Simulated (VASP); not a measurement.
# Bi (R-3m) in VASP: single point with r2SCAN

Aim: the single point of Bi with r2SCAN.

Program: VASP 6.6.1. These are calculated values, not measurements. Logs are shortened: lines on timing, memory, paths and dates and some standing lists are left out, and cuts for length are marked.

**1. The cell of the first run**

The structure is trigonal, space group R-3m (No. 166). Conventional cell: a = 4.594 Å, b = 4.594 Å, c = 12.513 Å, α = 90.00°, β = 90.00°, γ = 120.00°. Bi (site symmetry 3m) has 6 Bi at 3.11 to 3.67 Å within 4.1 Å.

**2. Single point, r2SCAN (volume scaled by 1.04)**

POSCAR reads:

```
Bi
1.0
    2.2970942442      1.3262279802      4.1708415135
   -2.2970942442      1.3262279802      4.1708415135
    0.0000000000     -2.6524559605      4.1708415135
Bi
2
Direct
    0.2317091237      0.2317091237      0.2317091237
    0.7682908763      0.7682908763      0.7682908763
```

INCAR.step1 reads:

```
ALGO     = Normal         # electronic algorithm
EDIFF    = 1E-4           # SCF threshold, eV
ENCUT    = 520            # plane-wave cutoff, eV
GGA      = PE             # functional
ISMEAR   = -1             # smearing method
LASPH    = T              # aspherical terms in the spheres
LCHARG   = F              # write CHGCAR
LREAL    = F              # projectors in reciprocal space
LWAVE    = T              # write WAVECAR
NBANDS   = 22             # bands
NELM     = 100            # most SCF steps
PREC     = Accurate       # precision mode
SIGMA    = 0.1            # smearing width, eV
```

INCAR.step2 reads:

```
ALGO     = Normal         # electronic algorithm
EDIFF    = 1E-6           # SCF threshold, eV
ENCUT    = 520            # plane-wave cutoff, eV
ISIF     = 2              # what is computed and relaxed
ISMEAR   = -1             # smearing method
ISTART   = 1            
LASPH    = T              # aspherical terms in the spheres
LCHARG   = F              # write CHGCAR
LMIXTAU  = T            
LREAL    = F              # projectors in reciprocal space
LWAVE    = F              # write WAVECAR
METAGGA  = R2SCAN         # meta-GGA
NBANDS   = 22             # bands
NELM     = 100            # most SCF steps
PREC     = Accurate       # precision mode
SIGMA    = 0.1            # smearing width, eV
```

KPOINTS reads:

```
k-points
0
Gamma
  14 14 14
```

Potentials or basis: VASP PAW PBE potentials, release 64 (Bi_d).

Started as:

```bash
$ cat potpaw_PBE.64/Bi_d/POTCAR > POTCAR
$ cp INCAR.step1 INCAR
$ mpirun -np 1 vasp_std > vasp.out
$ cp INCAR.step2 INCAR
$ mpirun -np 1 vasp_std > vasp.out
```

OUTCAR:

```text
EDIFF = 1E-6
   ENCUT = 520
   ISIF = 2
   ISMEAR = -1
   ISTART = 1
   LASPH = T
   LREAL = F
   METAGGA = R2SCAN
   NELM = 100
   PREC = Accurate

 ion  position               nearest neighbor table
   1  0.232  0.232  0.232-   2 3.11   2 3.11   2 3.11   2 3.67   2 3.67   2 3.67
   2  0.768  0.768  0.768-   1 3.11   1 3.11   1 3.11   1 3.67   1 3.67   1 3.67

  LATTYP: Found a trigonal (rhomboedric) cell.
 ALAT       =     4.9428171677
 COS(alpha) =     0.5680449756

  Lattice vectors:

 A1 = (   2.2970942442,   1.3262279802,   4.1708415135)
 A2 = (  -2.2970942442,   1.3262279802,   4.1708415135)
 A3 = (   0.0000000000,  -2.6524559605,   4.1708415135)

Analysis of symmetry for initial positions (statically):
=====================================================================
 Subroutine PRICEL returns:
 Original cell was already a primitive cell.

 Routine SETGRP: Setting up the symmetry group for a
 trigonal (rhombohedral) supercell.

 Subroutine GETGRP returns: Found 12 space group operations
 (whereof 12 operations were pure point group operations)
 out of a pool of 12 trial point group operations.

The static configuration has the point symmetry D_3d.

Analysis of symmetry for dynamics (positions and initial velocities):
=====================================================================
 Subroutine PRICEL returns:
 Original cell was already a primitive cell.

 Routine SETGRP: Setting up the symmetry group for a
 trigonal (rhombohedral) supercell.

 Subroutine GETGRP returns: Found 12 space group operations
 (whereof 12 operations were pure point group operations)
 out of a pool of 12 trial point group operations.

The dynamic configuration has the point symmetry D_3d.

 Subroutine INISYM returns: Found 12 space group operations
 (whereof 12 operations are pure point group operations),
 and found     1 'primitive' translations

----------------------------------------------------------------------------------------

                                     Primitive cell

  volume of cell :      76.2381

  direct lattice vectors                    reciprocal lattice vectors
     2.297094244  1.326227980  4.170841514     0.217666298  0.125669696  0.079919923
    -2.297094244  1.326227980  4.170841514    -0.217666298  0.125669696  0.079919923
     0.000000000 -2.652455961  4.170841514     0.000000000 -0.251339391  0.079919923

  length of vectors
     4.942817168  4.942817168  4.942817168     0.263739803  0.263739803  0.263739803

  position of ions in fractional coordinates (direct lattice)
     0.231709124  0.231709124  0.231709124
     0.768290876  0.768290876  0.768290876

  ion indices of the primitive-cell ions
   primitive index   ion index
                 1           1
                 2           2

----------------------------------------------------------------------------------------

 KPOINTS: k-points

Automatic generation of k-mesh.
 Grid dimensions read from file:
 generate k-points for:   14   14   14

 Generating k-lattice:

  Cartesian coordinates                     Fractional coordinates (reciprocal lattice)
     0.015547593  0.008976407  0.005708566     0.071428571  0.000000000  0.000000000
    -0.015547593  0.008976407  0.005708566     0.000000000  0.071428571  0.000000000
     0.000000000 -0.017952814  0.005708566     0.000000000  0.000000000  0.071428571

  Length of vectors
     0.018838557  0.018838557  0.018838557

  Shift w.r.t. Gamma in fractional coordinates (k-lattice)
     0.000000000  0.000000000  0.000000000

 Subroutine IBZKPT returns following result:
 ===========================================

 Found    288 irreducible k-points:

 Following reciprocal coordinates:
            Coordinates               Weight
  0.000000  0.000000  0.000000      1.000000
  0.071429  0.000000  0.000000      6.000000
  0.142857  0.000000  0.000000      6.000000
  0.214286  0.000000 -0.000000      6.000000
  0.285714  0.000000  0.000000      6.000000
  0.357143  0.000000  0.000000      6.000000
[... 16 lines left out ...]
  0.214286  0.142857  0.000000     12.000000
  0.285714  0.142857  0.000000     12.000000
 [... further k-points ...]
   k-points           NKPTS =    288   k-points in BZ     NKDIM =    288   number of bands    NBANDS=     22
   number of dos      NEDOS =    301   number of ions     NIONS =      2
   total plane-waves  NPLWV =  64000
   dimension x,y,z NGX =    40 NGY =   40 NGZ =   40
   dimension x,y,z NGXF=    80 NGYF=   80 NGZF=   80
   ions per type =               2
   NGX,Y,Z   is equivalent  to a cutoff of  13.45, 13.45, 13.45 a.u.
   NGXF,Y,Z  is equivalent  to a cutoff of  26.91, 26.91, 26.91 a.u.
 SYSTEM =  unknown system
   PREC   = accura    normal or accurate (medium, high low for compatibility)
   ISTART =      1    job   : 0-new  1-cont  2-samecut
   ICHARG =      0    charge: 1-file 2-atom 10-const
   ISPIN  =      1    spin polarized calculation?
   LNONCOLLINEAR =      F non collinear calculations
   LSORBIT =      F    spin-orbit coupling
   LASPH  =      T    aspherical Exc in radial PAW
   ENCUT  =  520.0 eV  38.22 Ry    6.18 a.u.   9.19  9.19  9.19*2*pi/ulx,y,z
   NELM   =    100;   NELMIN=  2; NELMDL=  0     # of ELM steps
   EDIFF  = 0.1E-05   stopping-criterion for ELM
   LREAL  =      F    real-space projection
   EDIFFG = 0.1E-04   stopping-criterion for IOM
   NSW    =      0    number of steps for IOM
   IBRION =     -1    ionic relax: 0-MD 1-quasi-New 2-CG
   NFREE  =      0    steps in history (QN), initial steepest desc. (CG)
   ISIF   =      2    stress and relaxation
   ISYM   =      2    0-nonsym 1-usesym 2-fastsym
   POTIM  = 0.5000    time-step for ionic-motion
   TEBEG  =    0.0;   TEEND  =   0.0 temperature during run
   PSTRESS=    0.0 pullay stress
   NELECT =      30.0000    total number of electrons
   NUPDOWN=      -1.0000    fix difference up-down
   EMIN   =  10.00;   EMAX   =-10.00  energy-range for DOS
   EFERMI =   0.00;   METHOD = LEGACY
   ISMEAR =    -1;   SIGMA  =   0.10  broadening in eV -4-tet -1-fermi 0-gaus
   EFERMI_NEDOS =   21; number of points for ismear=-14 and -15
   IALGO  =     38    algorithm
   IMIX   =      4    mixing-type and parameters
     AMIX     =   0.40;   BMIX     =  1.00
     AMIX_MAG =   1.60;   BMIX_MAG =  1.00
  volume/ion in A,a.u.               =      38.12       257.24
  Fermi-wavevector in a.u.,A,eV,Ry     =   1.199659  2.267027 19.581267  1.439183
  Thomas-Fermi vector in A             =   2.335516
   LORBIT       =      0    0 simple, 1 ext, 2 COOP (PROOUT), +10 PAW based schemes
   METAGGA = R2SCAN    functional components
   LHFCALC =     F    Hartree Fock is set to
   AEXX    =    0.0000 exact exchange contribution
   IVDW    =     0    specifies the selected vdW correction
   LEPSILON=     F    determine dielectric tensor
   LRPA    =     F    only Hartree local field effects (RPA)
 non-spin polarized calculation
  energy-cutoff  :      520.00
  volume of cell :       76.24
 maximum number of plane-waves:      2085
 NGX is ok and might be reduce to    40
   NGX = 19   NGY = 19   NGZ = 19

 number of electron      30.0000003 magnetization

 Free energy of the ion-electron system (eV)
  ---------------------------------------------------
  ext. energy  EPLUGINS =         0.00000000
  ---------------------------------------------------
  free energy    TOTEN  =      -116.99137115 eV

  energy without entropy =     -116.98308690  energy(sigma->0) =     -116.98722903

 E-fermi :   5.4940     XC(G=0):  -9.7795

 val. band max:        5.4691763363   @ k =   0.4286   0.0000  -0.0000
 cond. band min:       5.5853087003   @ k =   0.5000   0.0714   0.0714
 fundamental gap:      0.1161323641
 Fermi energy:         5.4940272399

 k-point     1 :       0.0000    0.0000    0.0000
  band No.  band energies     occupation
      1     -18.1484      2.00000
      2     -18.1484      2.00000
      3     -18.0107      2.00000
      4     -18.0107      2.00000
      5     -17.9909      2.00000
      6     -17.8413      2.00000
[... 14 lines left out ...]
     21      11.7685      0.00000
     22      11.7685      0.00000

 k-point     2 :       0.0714    0.0000    0.0000
  band No.  band energies     occupation
      1     -18.1456      2.00000
      2     -18.1441      2.00000
      3     -18.0094      2.00000
      4     -18.0081      2.00000
      5     -17.9889      2.00000
      6     -17.8432      2.00000
[... 14 lines left out ...]
     21      11.7964      0.00000
     22      12.1706      0.00000

 k-point     3 :       0.1429    0.0000    0.0000
  band No.  band energies     occupation
      1     -18.1375      2.00000
      2     -18.1317      2.00000
      3     -18.0060      2.00000
      4     -18.0004      2.00000
      5     -17.9826      2.00000
      6     -17.8499      2.00000
[... 14 lines left out ...]
     21      11.9654      0.00000
     22      13.1082      0.00000

 k-point     4 :       0.2143    0.0000   -0.0000
  band No.  band energies     occupation
      1     -18.1252      2.00000
      2     -18.1116      2.00000
      3     -18.0017      2.00000
      4     -17.9882      2.00000
      5     -17.9718      2.00000
      6     -17.8619      2.00000
[... 14 lines left out ...]
     21      12.3563      0.00000
     22      14.2876      0.00000

 k-point     5 :       0.2857    0.0000    0.0000
  band No.  band energies     occupation
      1     -18.1102      2.00000
      2     -18.0851      2.00000
      3     -17.9972      2.00000
      4     -17.9727      2.00000
      5     -17.9569      2.00000
      6     -17.8790      2.00000
[... 417 lines left out ...]
 k-point    22 :       0.1429    0.1429    0.0000
  band No.  band energies     occupation
      1     -18.1462      2.00000
      2     -18.1178      2.00000
      3     -18.0096      2.00000
      4     -17.9965      2.00000
      5     -17.9801      2.00000
      6     -17.8523      2.00000
[... 14 lines left out ...]
     21      12.4651      0.00000
     22      12.4876      0.00000

 k-point    23 :       0.2143    0.1429    0.0000
  band No.  band energies     occupation
      1     -18.1419      2.00000
      2     -18.1013      2.00000
      3     -18.0074      2.00000
      4     -17.9898      2.00000
      5     -17.9719      2.00000
      6     -17.8611      2.00000
[... 14 lines left out ...]
     21      12.7054      0.00000
     22      13.0983      0.00000

 k-point    24 :       0.2857    0.1429    0.0000
  band No.  band energies     occupation
      1     -18.1315      2.00000
      2     -18.0810      2.00000
      3     -18.0005      2.00000
      4     -17.9843      2.00000
      5     -17.9588      2.00000
      6     -17.8753      2.00000
[... 14 lines left out ...]
     21      13.2482      0.00000
     22      14.0152      0.00000

 [... further k-points ...]

------------------------ aborting loop because EDIFF is reached ----------------------------------------

  FORCE on cell =-STRESS in cart. coord.  units (eV):
  Direction    XX          YY          ZZ          XY          YZ          ZX
  --------------------------------------------------------------------------------------
  -------------------------------------------------------------------------------------
  Total       -0.8412166     -0.8412166     -0.6407547     -0.0000000      0.0000000      0.0000000
  in kB      -17.6785436    -17.6785436    -13.4657459     -0.0000000      0.0000000      0.0000000
  external PRESSURE =     -16.2742777 kB  Pullay stress =       0.0000000 kB

 VOLUME and BASIS-vectors are now :
 -----------------------------------------------------------------------------
  energy-cutoff  :      520.00
  volume of cell :       76.24
      direct lattice vectors                 reciprocal lattice vectors
     2.297094244  1.326227980  4.170841514     0.217666298  0.125669696  0.079919923
    -2.297094244  1.326227980  4.170841514    -0.217666298  0.125669696  0.079919923
     0.000000000 -2.652455961  4.170841514     0.000000000 -0.251339391  0.079919923

 POSITION                                       TOTAL-FORCE (eV/Angst)
 -----------------------------------------------------------------------------------
      0.00000     -0.00000      2.89927         0.000000      0.000000     -0.190979
      0.00000     -0.00000      9.61326         0.000000     -0.000000      0.190979
 -----------------------------------------------------------------------------------
    total drift:                               -0.000000      0.000000     -0.000000

  FREE ENERGIE OF THE ION-ELECTRON SYSTEM (eV)
  ---------------------------------------------------
  free  energy   TOTEN  =      -116.9913711473 eV

  energy  without entropy=     -116.9830869033  energy(sigma->0) =     -116.98722903
```

Wall time 24 min (1 thread of AMD EPYC 9R45 (Zen 5), shared host); peak memory 0.5 GiB.

Results:

| Property | Result |
| --- | --- |
| Free energy | -116.9914 eV |
| Pressure | -1.6 GPa |
| Largest force | 0.191 eV/Å |
| Band gap on the k mesh | zero (band 15 reaches 5.44 eV, above the bottom of band 16 at 5.33 eV) |

Forces in eV/Å, atoms in the order of the input:
```
Bi   0.000  0.000 -0.191
Bi   0.000  0.000  0.191
```

Caveat: the PAW data sets were made with another functional, which shifts forces and pressure a little; spin-orbit coupling is left out, which moves the levels of the heavy elements.
